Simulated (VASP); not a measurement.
# Al (Fm-3m) in VASP: single point with PBE+D3(BJ)

Aim: the single point of Al with PBE+D3(BJ).

Program: VASP 6.6.1. These are calculated values, not measurements. Logs are shortened: lines on timing, memory, paths and dates and some standing lists are left out, and cuts for length are marked.

**1. The cell of the first run**

It takes space group Fm-3m (No. 225, cubic). Conventional cell: a = 3.982 Å, b = 3.982 Å, c = 3.982 Å, α = 90.00°, β = 90.00°, γ = 90.00°. Within 3.7 Å of Al (site symmetry m-3m) lie 12 Al at 2.82 Å.

**2. Single point, PBE+D3(BJ)**

The input, INCAR:

```
ALGO     = Normal         # electronic algorithm
EDIFF    = 1E-6           # SCF threshold, eV
ENCUT    = 500            # plane-wave cutoff, eV
GGA      = PE             # functional
GGA_COMPAT= False        
ISIF     = 2              # what is computed and relaxed
ISMEAR   = 0              # smearing method
IVDW     = 12             # dispersion correction
LASPH    = True           # aspherical terms in the spheres
LCHARG   = True           # write CHGCAR
LELF     = True           # ELF
LREAL    = False          # projectors in reciprocal space
LVHAR    = True         
LWAVE    = False          # write WAVECAR
NBANDS   = 8              # bands
NELM     = 120            # most SCF steps
PREC     = Accurate       # precision mode
SIGMA    = 0.1            # smearing width, eV
```

The input, KPOINTS:

```
k-points
0
Gamma
  18 18 18
```

The input, POSCAR:

```
Al
1.0
    0.0000000000      1.9911158446      1.9911158446
    1.9911158446      0.0000000000      1.9911158446
    1.9911158446      1.9911158446      0.0000000000
Al
1
Direct
    0.0000000000      0.0000000000      0.0000000000
```

Potentials or basis: VASP PAW PBE potentials, release 64 (Al).

Run with:

```sh
cat potpaw_PBE.64/Al/POTCAR > POTCAR
mpirun -np 1 vasp_std > vasp.out
```

OUTCAR:

```text
EDIFF = 1E-6
   ENCUT = 500
   GGA = PE
   ISIF = 2
   ISMEAR = 0
   IVDW = 12
   LASPH = True
   LREAL = False
   NELM = 120
   PREC = Accurate
 IVDW          = 12

 ion  position               nearest neighbor table
   1  0.000  0.000  0.000-

  LATTYP: Found a face centered cubic cell.
 ALAT       =     3.9822316892

  Lattice vectors:

 A1 = (   0.0000000000,   1.9911158446,   1.9911158446)
 A2 = (   1.9911158446,   0.0000000000,   1.9911158446)
 A3 = (   1.9911158446,   1.9911158446,   0.0000000000)

Analysis of symmetry for initial positions (statically):
=====================================================================
 Subroutine PRICEL returns:
 Original cell was already a primitive cell.

 Routine SETGRP: Setting up the symmetry group for a
 face centered cubic supercell.

 Subroutine GETGRP returns: Found 48 space group operations
 (whereof 48 operations were pure point group operations)
 out of a pool of 48 trial point group operations.

The static configuration has the point symmetry O_h .

Analysis of symmetry for dynamics (positions and initial velocities):
=====================================================================
 Subroutine PRICEL returns:
 Original cell was already a primitive cell.

 Routine SETGRP: Setting up the symmetry group for a
 face centered cubic supercell.

 Subroutine GETGRP returns: Found 48 space group operations
 (whereof 48 operations were pure point group operations)
 out of a pool of 48 trial point group operations.

The dynamic configuration has the point symmetry O_h .

 Subroutine INISYM returns: Found 48 space group operations
 (whereof 48 operations are pure point group operations),
 and found     1 'primitive' translations

----------------------------------------------------------------------------------------

                                     Primitive cell

  volume of cell :      15.7877

  direct lattice vectors                    reciprocal lattice vectors
     0.000000000  1.991115845  1.991115845    -0.251115474  0.251115474  0.251115474
     1.991115845  0.000000000  1.991115845     0.251115474 -0.251115474  0.251115474
     1.991115845  1.991115845  0.000000000     0.251115474  0.251115474 -0.251115474

  length of vectors
     2.815863032  2.815863032  2.815863032     0.434944760  0.434944760  0.434944760

  position of ions in fractional coordinates (direct lattice)
     0.000000000  0.000000000  0.000000000

  ion indices of the primitive-cell ions
   primitive index   ion index
                 1           1

----------------------------------------------------------------------------------------

 KPOINTS: k-points

Automatic generation of k-mesh.
 Grid dimensions read from file:
 generate k-points for:   18   18   18

 Generating k-lattice:

  Cartesian coordinates                     Fractional coordinates (reciprocal lattice)
    -0.013950860  0.013950860  0.013950860     0.055555556  0.000000000  0.000000000
     0.013950860 -0.013950860  0.013950860     0.000000000  0.055555556  0.000000000
     0.013950860  0.013950860 -0.013950860     0.000000000  0.000000000  0.055555556

  Length of vectors
     0.024163598  0.024163598  0.024163598

  Shift w.r.t. Gamma in fractional coordinates (k-lattice)
     0.000000000  0.000000000  0.000000000

 Subroutine IBZKPT returns following result:
 ===========================================

 Found    195 irreducible k-points:

 Following reciprocal coordinates:
            Coordinates               Weight
  0.000000  0.000000  0.000000      1.000000
  0.055556  0.000000  0.000000      8.000000
  0.111111  0.000000  0.000000      8.000000
  0.166667  0.000000  0.000000      8.000000
  0.222222  0.000000  0.000000      8.000000
  0.277778  0.000000  0.000000      8.000000
[... 16 lines left out ...]
 -0.277778  0.055556  0.000000     24.000000
 -0.222222  0.055556  0.000000     24.000000
 [... further k-points ...]
   k-points           NKPTS =    195   k-points in BZ     NKDIM =    195   number of bands    NBANDS=      8
   number of dos      NEDOS =    301   number of ions     NIONS =      1
   total plane-waves  NPLWV =  13824
   dimension x,y,z NGX =    24 NGY =   24 NGZ =   24
   dimension x,y,z NGXF=    48 NGYF=   48 NGZF=   48
   ions per type =               1
   NGX,Y,Z   is equivalent  to a cutoff of  14.17, 14.17, 14.17 a.u.
   NGXF,Y,Z  is equivalent  to a cutoff of  28.34, 28.34, 28.34 a.u.
 SYSTEM =  unknown system
   PREC   = accura    normal or accurate (medium, high low for compatibility)
   ISTART =      0    job   : 0-new  1-cont  2-samecut
   ICHARG =      2    charge: 1-file 2-atom 10-const
   ISPIN  =      1    spin polarized calculation?
   LNONCOLLINEAR =      F non collinear calculations
   LSORBIT =      F    spin-orbit coupling
   LASPH  =      T    aspherical Exc in radial PAW
   ENCUT  =  500.0 eV  36.75 Ry    6.06 a.u.   5.13  5.13  5.13*2*pi/ulx,y,z
   NELM   =    120;   NELMIN=  2; NELMDL= -5     # of ELM steps
   EDIFF  = 0.1E-05   stopping-criterion for ELM
   LREAL  =      F    real-space projection
[... 7 lines left out ...]
   TEBEG  =    0.0;   TEEND  =   0.0 temperature during run
   PSTRESS=    0.0 pullay stress
   NELECT =       3.0000    total number of electrons
   NUPDOWN=      -1.0000    fix difference up-down
   EMIN   =  10.00;   EMAX   =-10.00  energy-range for DOS
   EFERMI =   0.00;   METHOD = LEGACY
   ISMEAR =     0;   SIGMA  =   0.10  broadening in eV -4-tet -1-fermi 0-gaus
   EFERMI_NEDOS =   21; number of points for ismear=-14 and -15
   IALGO  =     38    algorithm
   IMIX   =      4    mixing-type and parameters
     AMIX     =   0.40;   BMIX     =  1.00
     AMIX_MAG =   1.60;   BMIX_MAG =  1.00
  volume/ion in A,a.u.               =      15.79       106.54
  Fermi-wavevector in a.u.,A,eV,Ry     =   0.941186  1.778583 12.052460  0.885831
  Thomas-Fermi vector in A             =   2.068672
   LORBIT       =      0    0 simple, 1 ext, 2 COOP (PROOUT), +10 PAW based schemes
   GGA     = PE    functional components
   LHFCALC =     F    Hartree Fock is set to
   AEXX    =    0.0000 exact exchange contribution
   IVDW    =    12    specifies the selected vdW correction
   LEPSILON=     F    determine dielectric tensor
   LRPA    =     F    only Hartree local field effects (RPA)
 non-spin polarized calculation
 Gauss-broadening in eV      SIGMA  =   0.10
  energy-cutoff  :      500.00
  volume of cell :       15.79
 maximum number of plane-waves:       412
 NGX is ok and might be reduce to    24
   NGX = 11   NGY = 11   NGZ = 11

 number of electron       3.0000000 magnetization

 Free energy of the ion-electron system (eV)
  ---------------------------------------------------
  ext. energy  EPLUGINS =         0.00000000
  ---------------------------------------------------
  free energy    TOTEN  =        -3.73671457 eV

  energy without entropy =       -3.73377575  energy(sigma->0) =       -3.73524516

 E-fermi :   8.4638     XC(G=0): -10.3572

 val. band max:        8.4630308996   @ k =  -0.4444   0.3333   0.1111
 cond. band min:       8.4890906894   @ k =  -0.2222   0.3889   0.1667
 fundamental gap:      0.0260597898
 Fermi energy:         8.4637732612

 k-point     1 :       0.0000    0.0000    0.0000
  band No.  band energies     occupation
      1      -2.9746      2.00000
      2      21.3353      0.00000
      3      21.3353      0.00000
      4      21.3353      0.00000
      5      23.1678      0.00000
      6      23.1678      0.00000
      7      23.1678      0.00000
      8      25.2579      0.00000

 k-point     2 :       0.0556    0.0000    0.0000
  band No.  band energies     occupation
      1      -2.8882      2.00000
      2      19.8400      0.00000
      3      21.0610      0.00000
      4      21.0610      0.00000
      5      23.5791      0.00000
      6      23.5791      0.00000
      7      23.6699      0.00000
      8      26.1892      0.00000

 k-point     3 :       0.1111    0.0000    0.0000
  band No.  band energies     occupation
      1      -2.6293      2.00000
      2      17.5725      0.00000
      3      20.5754      0.00000
      4      20.5754      0.00000
      5      23.6866      0.00000
      6      24.4501      0.00000
      7      24.4501      0.00000
      8      26.8136      0.00000

 k-point     4 :       0.1667    0.0000    0.0000
  band No.  band energies     occupation
      1      -2.1989      2.00000
      2      15.2812      0.00000
      3      20.1378      0.00000
      4      20.1378      0.00000
      5      23.4991      0.00000
      6      25.0579      0.00000
      7      25.0579      0.00000
      8      26.1476      0.00000

 k-point     5 :       0.2222    0.0000    0.0000
  band No.  band energies     occupation
      1      -1.5987      2.00000
      2      13.0659      0.00000
      3      19.8123      0.00000
      4      19.8123      0.00000
      5      23.3111      0.00000
      6      24.1831      0.00000
      7      24.1831      0.00000
      8      27.1828      0.00000
[... 177 lines left out ...]
 k-point    22 :      -0.3333    0.0556    0.0000
  band No.  band energies     occupation
      1       0.5235      2.00000
      2       8.4165      1.49622
      3      17.8472      0.00000
      4      20.7856      0.00000
      5      20.8644      0.00000
      6      22.3271      0.00000
      7      23.9049      0.00000
      8      26.8545      0.00000

 k-point    23 :      -0.2778    0.0556    0.0000
  band No.  band energies     occupation
      1      -0.4628      2.00000
      2      10.3495      0.00000
      3      17.8661      0.00000
      4      20.8236      0.00000
      5      21.7269      0.00000
      6      23.2069      0.00000
      7      23.8661      0.00000
      8      27.6672      0.00000

 k-point    24 :      -0.2222    0.0556    0.0000
  band No.  band energies     occupation
      1      -1.2854      2.00000
      2      12.4083      0.00000
      3      18.0319      0.00000
      4      20.9561      0.00000
      5      22.7535      0.00000
      6      23.8367      0.00000
      7      24.3093      0.00000
      8      26.5515      0.00000

 [... further k-points ...]

------------------------ aborting loop because EDIFF is reached ----------------------------------------

 Edisp (eV)   -0.35212

 E8    (eV) :    -0.1576

  FORCE on cell =-STRESS in cart. coord.  units (eV):
  Direction    XX          YY          ZZ          XY          YZ          ZX
  --------------------------------------------------------------------------------------
  -------------------------------------------------------------------------------------
  Total      -0.00385    -0.00385    -0.00385     0.00000     0.00000     0.00000
  in kB      -0.39041    -0.39041    -0.39041     0.00000     0.00000     0.00000
  external pressure =       -0.39 kB  Pullay stress =        0.00 kB

 VOLUME and BASIS-vectors are now :
 -----------------------------------------------------------------------------
  energy-cutoff  :      500.00
  volume of cell :       15.79
      direct lattice vectors                 reciprocal lattice vectors
     0.000000000  1.991115845  1.991115845    -0.251115474  0.251115474  0.251115474
     1.991115845  0.000000000  1.991115845     0.251115474 -0.251115474  0.251115474
     1.991115845  1.991115845  0.000000000     0.251115474  0.251115474 -0.251115474

 POSITION                                       TOTAL-FORCE (eV/Angst)
 -----------------------------------------------------------------------------------
      0.00000      0.00000      0.00000         0.000000      0.000000     -0.000000
 -----------------------------------------------------------------------------------
    total drift:                                0.000000     -0.000000     -0.000000

  FREE ENERGIE OF THE ION-ELECTRON SYSTEM (eV)
  ---------------------------------------------------
  free  energy   TOTEN  =        -4.0888393463 eV

  energy  without entropy=       -4.0859005252  energy(sigma->0) =       -4.08736994
```

Wall time 10 s (1 thread of Intel Xeon 6975P-C, shared host); peak memory 0.15 GiB.

What came out:

```yaml
Free_energy: -4.0888 eV
Pressure: 0.0 GPa
Dispersion_energy_per_atom: -0.352 eV
```

Levels at points of the mesh, in eV from the Fermi level:
```tsv
k point	band 1	band 2	band 3	band 4
(0.00, 0.00, 0.00)	-11.44	12.87	12.87	12.87
(0.50, 0.00, 0.00)	-4.77	-4.44	11.67	11.67
(0.50, 0.50, 0.00)	-3.03	-1.61	5.27	5.81
```

Caveat: pairwise dispersion overbinds metals, which lowers pressure and volume.
